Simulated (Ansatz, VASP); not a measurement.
# Two plane-wave programs on B

Contents of INCAR:

```
SYSTEM = B
PREC = Accurate
ENCUT = 600
EDIFF = 1E-7
ISMEAR = 0
SIGMA = 0.1
LREAL = .FALSE.
LASPH = .TRUE.
NELM = 100
ALGO = Normal
ISIF = 3
LWAVE = .FALSE.
LCHARG = .FALSE.
GGA = PE
IBRION = 2
NSW = 100
EDIFFG = -0.01
```

The input KPOINTS:

```
regular mesh
0
G
  18 18 18
  0 0 0
```

File POSCAR:

```
B
1.0
    0.0000000000      2.1344333851      2.1344333851
    2.1344333851      0.0000000000      2.1344333851
    2.1344333851      2.1344333851      0.0000000000
B
3
Direct
    0.2500000000      0.2500000000      0.2500000000
    0.7500000000      0.7500000000      0.7500000000
    0.0000000000      0.0000000000      0.0000000000
```

Input for Ansatz:

```yaml
crystal:
  lattice:
    - [0.0, 2.1344333851, 2.1344333851]
    - [2.1344333851, 0.0, 2.1344333851]
    - [2.1344333851, 2.1344333851, 0.0]
  atoms:
    - { symbol: B, position: [0.25, 0.25, 0.25] }
    - { symbol: B, position: [0.75, 0.75, 0.75] }
    - { symbol: B, position: [0.0, 0.0, 0.0] }
basis:
  ecutwfc: 420
kpoints:
  mp_grid: { grid: [18, 18, 18] }
hamiltonian:
  xc: pbe
scf:
  occupations: { method: gaussian, width: 0.1 }
output:
  forces: true
  stress: true
  eigenvalues: true
relax:
  adjacent_minimum: "off"
  f_tol: 0.01
  max_steps: 80
  cell: { stress_tol: 0.05 }
```

Alike in both runs: task relaxation of cell and atoms; functional PBE; k mesh 18 × 18 × 18; occupations gaussian, width 0.1 eV; no spin polarisation.

|  | VASP | Ansatz |
| --- | --- | --- |
| version | VASP 6.6.1 | Ansatz 0.2.0 |
| potentials or method | VASP PAW PBE potentials, release 64 (B), cutoff 600 eV | scalar-relativistic, plane waves, PAW |
| valence electrons in the cell | 9 | 9 |

|  | VASP | Ansatz | Ansatz less VASP |
| --- | --- | --- | --- |
| gap on the k mesh at the Fermi level, each at its own relaxed structure (eV) | none | none | - |
| relaxed volume (Å³/atom) | 6.52 | 6.52 | +0.002 |
| relaxed cell length with the largest relative difference (Å) | 3.025 | 3.025 | +0.0003 |

A gap of «none» marks a metal or a gap that the smearing closes.
